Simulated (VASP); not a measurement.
A run of VASP 6.6.1:

File INCAR:

```
SYSTEM = Te2Mo
PREC     = Accurate       ! precision mode
ENCUT    = 520            ! plane-wave cutoff, eV
EDIFF    = 1E-7           ! SCF threshold, eV
ISMEAR   = 0              ! smearing method
SIGMA    = 0.02           ! smearing width, eV
LREAL    = .False.        ! projectors in reciprocal space
LASPH    = .True.         ! aspherical terms in the spheres
NELM     = 100            ! most SCF steps
ALGO     = Normal         ! electronic algorithm
ISIF     = 2              ! what is computed and relaxed
LWAVE    = .False.        ! write WAVECAR
LCHARG   = .False.        ! write CHGCAR
GGA      = PE             ! functional
NBANDS   = 20             ! bands
```

Contents of KPOINTS:

```
Automatic mesh
0
Gamma
  9 9 2
  0 0 0
```

File POSCAR:

```
Te2Mo
1.0
    3.5549909201      0.0000000000      0.0000000000
   -1.7774954601      3.0787124470      0.0000000000
    0.0000000000      0.0000000000     17.5182679859
Te Mo
2 1
Direct
    0.3333333333      0.6666666667      0.8967969900
    0.3333333333      0.6666666667      0.1032030100
    0.0000000000      0.0000000000      0.0000000000
```

Potentials or basis: VASP PAW PBE potentials, release 64 (Te, Mo_sv).

Run with:

```console
$ cat potpaw_PBE.64/Te/POTCAR potpaw_PBE.64/Mo_sv/POTCAR > POTCAR
$ mpirun -np 1 vasp_std > vasp.out
```

Hardware: 1 thread of Intel Xeon 8259CL, with other jobs on the host.

How long does it take, and how much memory?

It took 2.5 min on 1 thread of Intel Xeon 8259CL, with other jobs on the host, peak memory 0.36 GiB. Counts: scf iterations 22, k points 24.
